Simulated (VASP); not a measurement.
**Rh: single point with r2SCAN**

The system is Rh, a slab with vacuum.

```
Rh
1.0
     2.68751    0.00000    0.00000
    -1.34376    2.32745    0.00000
     0.00000    0.00000   24.77740
Rh
5
Cartesian
  2.0156 0.3879 8.0460
  -0.6719 1.9395 10.1985
  0.6719 1.1637 12.3887
  2.0156 0.3879 14.5789
  -0.6719 1.9395 16.7314
```

```
Program             : VASP 6.6.1
Task                : single point
Functional          : r2SCAN
Potentials or basis : VASP PAW PBE potentials, release 64 (Rh_pv)
Cutoff              : 440 eV
k mesh              : 15 × 15 × 1
Occupations         : fermi-dirac, width 0.08 eV
Spin                : no spin polarisation
```

| Item | Value |
| --- | --- |
| Largest force | 0.055 eV/Å |
| Band gap on the k mesh | zero (an odd number of electrons rules out a gap without spin polarisation) |

Forces in eV/Å, atoms in the order of the input:
```
Rh   0.000  0.000 -0.055
Rh   0.000  0.000 -0.004
Rh   0.000  0.000  0.009
Rh   0.000  0.000  0.000
Rh   0.000  0.000  0.049
```

Levels at points of the mesh, in eV from the Fermi level:
| k point | band 34 | band 35 | band 36 | band 37 | band 38 | band 39 | band 40 | band 41 |
| --- | --- | --- | --- | --- | --- | --- | --- | --- |
| (0.00, 0.00, 0.00) | -1.41 | -1.10 | -1.10 | -1.01 | -1.01 | -0.54 | -0.54 | 0.15 |

Run time: 41 min on 1 thread of Intel Xeon 8259CL, on a shared host, peak memory 0.3 GiB.

Caveat: the PAW data sets were made with another functional, which shifts forces and pressure a little.
